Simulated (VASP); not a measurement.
Rh: single point with PBEsol

Crystal: Rh.

```
Rh
1.0
     2.58119    0.00000    0.00000
    -1.29059    2.23537    0.00000
     0.00000    0.00000    4.47721
Rh
2
Cartesian
  1.2906 0.7451 3.3579
  0.0000 1.4902 1.1193
```

This cell differs from its parent crystal: biaxial strain in the a-b plane: -4.0 %, then relaxed in part.

```
Program                : VASP 6.6.1
Task                   : single point
Functional             : PBEsol
Potentials or basis    : VASP PAW PBE potentials, release 64 (Rh_pv)
Cutoff                 : 520 eV
k mesh                 : 24 × 24 × 12
Occupations            : gaussian, width 0.1 eV
Spin                   : no spin polarisation
Dipole correction      : no
Further INCAR settings : ALGO = Fast; EDIFF = 1e-07; NBANDS = 22
```

The pressure is 17.3 GPa and the band gap on the k mesh is zero (bands 15 and 16 overlap by 2.98 eV).

Stress tensor (GPa, compression positive):
```
26.05  0.00  0.00
 0.00 26.05  0.00
 0.00  0.00 -0.06
```

Levels at points of the mesh, in eV from the Fermi level:
| k point | band 13 | band 14 | band 15 | band 16 | band 17 | band 18 |
| --- | --- | --- | --- | --- | --- | --- |
| (0.00, 0.00, 0.00) | -2.86 | -1.52 | -1.52 | -0.08 | 0.27 | 0.27 |
| (0.50, 0.00, 0.00) | -2.09 | 0.54 | 0.93 | 1.15 | 3.43 | 5.70 |
| (0.00, 0.00, 0.50) | -3.30 | -3.30 | -0.35 | -0.35 | -0.35 | -0.35 |
| (0.50, 0.00, 0.50) | -0.31 | -0.31 | 1.06 | 1.06 | 2.86 | 2.86 |

Run time: 2.6 min on 1 thread of Intel(R) Xeon(R) Platinum 8488C (Sapphire Rapids) (shared host), peak memory 0.29 GiB.

Caveat: the cell differs from its parent crystal (biaxial strain in the a-b plane: -4.0 %, then relaxed in part); the cell stands under pressure; the PAW data sets were made with another functional, which shifts forces and pressure a little.
